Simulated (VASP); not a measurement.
Set up this calculation in VASP 6.6.1, as the native input.

```
Task                   : single point
Functional             : PBE
Dispersion             : D3(BJ)
Potentials or basis    : VASP PAW PBE potentials, release 64 (B, As)
Cutoff                 : 500 eV
k mesh                 : 8 × 8 × 8
Occupations            : gaussian, width 0.05 eV
Spin                   : no spin polarisation
Dipole correction      : no
Further INCAR settings : ALGO = Normal; EDIFF = 1e-06; NBANDS = 11
```

The structure of BAs lies in POSCAR:

```
BAs
1.0
    0.0000000000      2.3851493678      2.3851493678
    2.3851493678      0.0000000000      2.3851493678
    2.3851493678      2.3851493678      0.0000000000
B As
1 1
Direct
    0.0000000000      0.0000000000      0.0000000000
    0.7500000000      0.7500000000      0.7500000000
```

One way to write it, as run:

INCAR

```
ALGO = Normal
EDIFF = 1E-6
ENCUT = 500
GGA = PE
GGA_COMPAT = F
ISIF = 2
ISMEAR = 0
IVDW = 12
LASPH = T
LCHARG = F
LREAL = F
LWAVE = F
NBANDS = 11
NELM = 120
PREC = Accurate
SIGMA = 0.05
```

KPOINTS

```
k-points
0
Gamma
  8 8 8
```

Potentials or basis: VASP PAW PBE potentials, release 64 (B, As).

Launch:

```sh
$ cat potpaw_PBE.64/B/POTCAR potpaw_PBE.64/As/POTCAR > POTCAR
$ mpirun -np 1 vasp_std > vasp.out
```

Results of the run:

```yaml
Pressure: 0.1 GPa
Band_gap_on_the_k_mesh: 1.18 eV, indirect (least direct gap 3.28 eV)
Dispersion_energy_per_atom: -0.331 eV
```

Caveat: three body term missing.

It took 18 s on 1 thread of Intel Xeon 8259CL, on a shared host, peak memory 0.16 GiB.
